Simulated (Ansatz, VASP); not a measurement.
## One calculation of TiO2, two programs

```xyz
3
Lattice="1.4973 0.8645 6.8070 -1.4973 0.8645 6.8070 0.0000 -1.7290 6.8070" Properties=species:S:1:pos:R:3 pbc="T T T"
Ti    0.0000    0.0000    0.0000
O     0.0000    0.0000   12.6706
O     0.0000    0.0000    7.7504
```

Alike in both runs: task single point; functional r2SCAN; k mesh 8 × 8 × 8; occupations gaussian, width 0.05 eV; no spin polarisation.

```csv
,VASP,Ansatz
version,VASP 6.6.1,Ansatz 0.2.0
potentials or method,"VASP PAW PBE potentials, release 64 (Ti_sv, O), cutoff 520 eV","plane waves, PAW"
valence electrons in the cell,24,24
```

|  | VASP | Ansatz | Ansatz less VASP |
| --- | --- | --- | --- |
| pressure (GPa) | -0.5 | -1.3 | -0.82 |
| traceless stress, the component that is largest in VASP (GPa) | 1.10 | 1.57 | +0.476 |

VASP's potentials were made for PBE, not for r2SCAN.
